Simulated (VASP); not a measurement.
Runs of VASP 6.6.1 on AlW3. The structure is that of space group Pm-3m (No. 221), or close to it. The cells are those of the table. The cell was built from a structure type or drawn by symmetry, and may not be a known phase.

| task | cell | k mesh | cutoff (eV) | gap on the mesh (eV) | pressure (GPa) | relaxed volume (Å³/atom) |
| --- | --- | --- | --- | --- | --- | --- |
| single point | a = 4.586 Å, 4 atoms | 4 × 4 × 4 | 520 | none | 0.3 | - |
| relaxation of cell and atoms | relaxed from a = 4.192 Å, 4 atoms | 4 × 4 × 4 | 600 | none | 0.0 | (a) |
| single point | a = 4.192 Å, 4 atoms | 4 × 4 × 4 | 520 | none | 51.1 | - |
| relaxation of cell and atoms | relaxed from a = 4.586 Å, 4 atoms | 10 × 10 × 10 | 600 | none | 0.0 | 24.19 |
| single point | a = 4.590 Å, 4 atoms | 10 × 10 × 10 | 520 | none | 0.0 | - |

Alike in all rows: level PBE; potentials or basis VASP PAW PBE potentials, release 64 (Al, W_sv); no spin polarisation; smearing gaussian 0.1 eV.

Question: Estimate the missing entries.

Answer: (a) 24.16.

Caveats: some runs use coarse meshes; spin-orbit coupling is left out, which moves the levels of the heavy elements; the volume moved by over 15 % at a fixed basis, so the end points are rough (at least some runs).

A k mesh can miss the band edges, and the runs leave out spin-orbit coupling on W.

A gap of «none» marks levels without a gap at the run's occupations.
